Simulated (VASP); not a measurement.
A run of VASP 6.6.1 is set up as follows.

INCAR

```
SYSTEM = Ca
PREC = Accurate ; ENCUT = 520
EDIFF = 1E-6 ; ISMEAR = 0
SIGMA = 0.15 ; LREAL = .False.
LASPH = .True. ; NELM = 60
ALGO = Fast ; ISIF = 2
LWAVE = .False. ; LCHARG = .False.
GGA = PS ; NBANDS = 11
```

KPOINTS

```
regular mesh
0
Gamma
  16 16 16
  0 0 0
```

Contents of POSCAR:

```
Ca
1.0
    0.0000000000      2.7068234272      2.9775057700
    2.7068234272      0.0000000000      2.9775057700
    2.7068234272      2.7068234272      0.0000000000
Ca
1
Direct
    0.0000000000      0.0000000000      0.0000000000
```

Potentials or basis: VASP PAW PBE potentials, release 64 (Ca_sv).

The run is started by

```sh
$ cat potpaw_PBE.64/Ca_sv/POTCAR > POTCAR
$ mpirun -np 1 vasp_std > vasp.out
```

**Question.** Predict the pressure.

**Answer.** -1.1 GPa.

**Question.** Estimate the band gap on the k mesh.

**Answer.** Zero (band 5 reaches 1.98 eV, above the bottom of band 6 at 1.60 eV).

Stress tensor (GPa, compression positive):
```
-0.79  0.00  0.00
 0.00 -0.79  0.00
 0.00  0.00 -1.87
```

Caveat: the PAW data sets were made with another functional, which shifts forces and pressure a little.
